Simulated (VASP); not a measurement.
The system is Sb.

```xyz
1
Lattice="-1.4449 1.4449 1.4449 1.4449 -1.4449 1.4449 1.4449 1.4449 -1.4449" Properties=species:S:1:pos:R:3 pbc="T T T"
Sb    0.0000    0.0000    0.0000
```

```yaml
Program: VASP 6.6.1
Task: relaxation of cell and atoms
Functional: PBE
Potentials_or_basis: VASP PAW PBE potentials, release 64 (Sb)
Cutoff: 500 eV
k_mesh: 10 × 10 × 10
Occupations: gaussian, width 0.1 eV
Spin: no spin polarisation
```

At the start: pressure 330.4 GPa; volume 12.07 Å³/atom.

Question: How do energy, volume and symmetry change on relaxing?

Answer: Over 9 steps the energy falls by 7185.8 meV/atom and the volume is 27.40 Å³/atom (+127.1 %); space group Im-3m (No. 229, to 0.05 Å).

Step by step:
```csv
step,energy change (eV),largest force (eV/Å),pressure (GPa),volume (Å³)
1,0.0000,0.0000,330.40,12.07
2,-3.9601,0.0000,-1.62,128.54
3,-4.0741,0.0000,-1.99,118.38
4,-4.2155,0.0000,-2.46,108.14
5,-6.4147,0.0000,-9.62,43.95
6,-7.1227,0.0000,7.99,24.67
7,-7.1477,0.0000,-4.35,30.01
8,-7.1850,0.0000,-0.76,27.80
9,-7.1858,0.0000,0.10,27.40
```

Final structure:
```cif
data_structure
_symmetry_space_group_name_H-M 'P 1'
_symmetry_Int_Tables_number 1
_cell_length_a 3.2894
_cell_length_b 3.2894
_cell_length_c 3.2894
_cell_angle_alpha 109.471
_cell_angle_beta 109.471
_cell_angle_gamma 109.471
_cell_volume 27.40
loop_
_atom_site_label
_atom_site_type_symbol
_atom_site_fract_x
_atom_site_fract_y
_atom_site_fract_z
_atom_site_occupancy
Sb1 Sb 0.00000 0.00000 0.00000 1
```

Caveat: the volume moved by over 15 % at a fixed basis, so the end points are rough.
